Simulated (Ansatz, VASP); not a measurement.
**SnSe2: VASP beside Ansatz**

Contents of INCAR:

```
PREC     = Accurate       # precision mode
ENCUT    = 500            # plane-wave cutoff, eV
EDIFF    = 1E-6           # SCF threshold, eV
ISMEAR   = 0              # smearing method
SIGMA    = 0.03           # smearing width, eV
LREAL    = F              # projectors in reciprocal space
LASPH    = T              # aspherical terms in the spheres
NELM     = 120            # most SCF steps
ALGO     = Normal         # electronic algorithm
ISIF     = 2              # what is computed and relaxed
LWAVE    = F              # write WAVECAR
LCHARG   = F              # write CHGCAR
GGA      = PE             # functional
IVDW     = 12             # dispersion correction
NBANDS   = 20             # bands
GGA_COMPAT= F
```

File KPOINTS:

```
Automatic mesh
0
Gamma
  12 12 6
```

Contents of POSCAR:

```
SnSe2
1.0
    3.8880000000      0.0000000000      0.0000000000
   -1.9440000000      3.3671067699      0.0000000000
    0.0000000000      0.0000000000      5.6854000000
Sn Se
1 2
Direct
    0.0000000000      0.0000000000      0.0000000000
    0.3333333333      0.6666666667      0.2651331237
    0.6666666667      0.3333333333      0.7348668763
```

Input for Ansatz:

```yaml
crystal:
  lattice:
    - [3.888, 0.0, 0.0]
    - [-1.944, 3.3671067699, 0.0]
    - [0.0, 0.0, 5.6854]
  atoms:
    - { symbol: Sn, position: [0.0, 0.0, 0.0] }
    - { symbol: Se, position: [0.3333333333, 0.6666666667, 0.2651331237] }
    - { symbol: Se, position: [0.6666666667, 0.3333333333, 0.7348668763] }
basis:
  ecutwfc: 420
kpoints:
  mp_grid: { grid: [12, 12, 6] }
hamiltonian:
  xc: pbe
  dispersion: d3bj
scf:
  occupations: { method: gaussian, width: 0.03 }
output:
  forces: true
  stress: true
  eigenvalues: true
```

Alike in both runs: task single point; functional PBE; dispersion D3(BJ); k mesh 12 × 12 × 6; occupations gaussian, width 0.03 eV; no spin polarisation.

```csv
,VASP,Ansatz
version,VASP 6.6.1,Ansatz 0.2.0
potentials or method,"VASP PAW PBE potentials, release 64 (Sn_d, Se), cutoff 500 eV","scalar-relativistic, plane waves, PAW"
valence electrons in the cell,26,46
```

VASP gave:

- gap on the k mesh at the Fermi level (eV): 0.15
- least direct gap on the mesh (eV): 0.22
- pressure (GPa): 2.3
- traceless stress, the component that is largest in VASP (GPa): 2.37
- rms of the force components (eV/Å): 0.283

Q: What did Ansatz give for the same quantities?

A: gap on the k mesh at the Fermi level (eV): 0.15; least direct gap on the mesh (eV): 0.23; pressure (GPa): 2.2; traceless stress, the component that is largest in VASP (GPa): 2.37; rms of the force components (eV/Å): 0.276.

Atom by atom the forces differ by 0.007 eV/Å (rms over components). VASP's potentials hold 26 valence electrons a cell and Ansatz's 46, so a difference there can come from the potentials and not from the codes.
